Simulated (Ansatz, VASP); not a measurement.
**CO: VASP beside Ansatz**

```xyz
2
Lattice="0.0000 1.9876 1.9876 1.9876 0.0000 1.9876 1.9876 1.9876 0.0000" Properties=species:S:1:pos:R:3 pbc="T T T"
C     0.0000    0.0000    0.0000
O     1.9876    1.9876    1.9876
```

Alike in both runs: functional PBE; k mesh 16 × 16 × 16; occupations gaussian, width 0.01 eV; no spin polarisation.

Ansatz relaxed the structure, and its values are those at the end. VASP's run is a single point on that final structure, the one shown.

|  | VASP | Ansatz |
| --- | --- | --- |
| version | VASP 6.6.1 | Ansatz 0.2.0 |
| potentials or method | VASP PAW PBE potentials, release 64 (C, O), cutoff 600 eV | scalar-relativistic, plane waves, PAW |
| valence electrons in the cell | 10 | 10 |

VASP gave:

```
gap on the k mesh at the Fermi level (eV) : 0.10
least direct gap on the mesh (eV)         : 0.10
pressure (GPa)                            : -0.4
```

**Question.** Which values does Ansatz return?

**Answer.** gap on the k mesh at the Fermi level (eV): 0.10; least direct gap on the mesh (eV): 0.10; pressure (GPa): 0.0.
